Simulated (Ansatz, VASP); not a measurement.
# SnO: VASP beside Ansatz

```
Sn O
1.0
     3.86817    0.00000    0.00000
     0.00000    3.86817    0.00000
     0.00000    0.00000    5.06728
Sn O
2 2
Cartesian
  0.0354 1.9694 1.1591
  1.8987 -0.0354 3.9082
  -0.0037 0.0037 0.0000
  1.9378 1.9304 0.0000
```

Change from the starting cell: mode 4 (104.6 1/cm) frozen in, largest displacement +0.050 Å.

Alike in both runs: task single point; functional PBE; k mesh 10 × 10 × 8; occupations gaussian, width 0.05 eV; no spin polarisation.

```csv
,VASP,Ansatz
version,VASP 6.6.1,Ansatz 0.2.0
potentials or method,"VASP PAW PBE potentials, release 64 (Sn_d, O), cutoff 520 eV","scalar-relativistic, plane waves, PAW"
valence electrons in the cell,40,40
```

Ansatz gave:

| Item | Value |
| --- | --- |
| gap on the k mesh at the Fermi level (eV) | 0.50 |
| least direct gap on the mesh (eV) | 1.93 |
| pressure (GPa) | 0.1 |
| traceless stress, the component that is largest in VASP (GPa) | -0.71 |
| rms of the force components (eV/Å) | 0.098 |

Q: Estimate VASP's values.

A: gap on the k mesh at the Fermi level (eV): 0.51; least direct gap on the mesh (eV): 1.90; pressure (GPa): 0.3; traceless stress, the component that is largest in VASP (GPa): -0.75; rms of the force components (eV/Å): 0.109.

Atom by atom the forces differ by 0.032 eV/Å (rms over components).
